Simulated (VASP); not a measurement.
Set up this calculation in VASP 6.6.1, as the native input.

```yaml
Task: single point
Functional: PBE
Potentials_or_basis: VASP PAW PBE potentials, release 64 (Si, Bi_d)
Cutoff: 520 eV
k_mesh: 6 × 6 × 6
Occupations: gaussian, width 0.1 eV
Spin: no spin polarisation
Dipole_correction: no
Further_INCAR_settings: ALGO = Normal; EDIFF = 1e-07; NBANDS = 16
```

The structure of SiBi lies in POSCAR:

```
SiBi
1.0
    3.6056981874      0.0000000000      0.0000000000
    0.0000000000      3.6056981874      0.0000000000
    0.0000000000      0.0000000000      3.6056981874
Si Bi
1 1
Direct
    0.0000000000      0.0000000000      0.0000000000
    0.5000000000      0.5000000000      0.5000000000
```

The input as run:

INCAR

```
PREC = Accurate
ENCUT = 520
EDIFF = 1E-7
ISMEAR = 0
SIGMA = 0.1
LREAL = False
LASPH = True
NELM = 100
ALGO = Normal
ISIF = 2
LWAVE = False
LCHARG = False
GGA = PE
NBANDS = 16
```

KPOINTS

```
regular mesh
0
Gamma
  6 6 6
```

Potentials or basis: VASP PAW PBE potentials, release 64 (Si, Bi_d).

Launch:

```bash
$ cat potpaw_PBE.64/Si/POTCAR potpaw_PBE.64/Bi_d/POTCAR > POTCAR
$ mpirun -np 1 vasp_std > vasp.out
```

It gave:

```
Pressure : 1.1 GPa
```

Wall time 25 s on 1 thread of Oxide Virtual Turin-like Processor, on a shared host, peak memory 0.13 GiB.
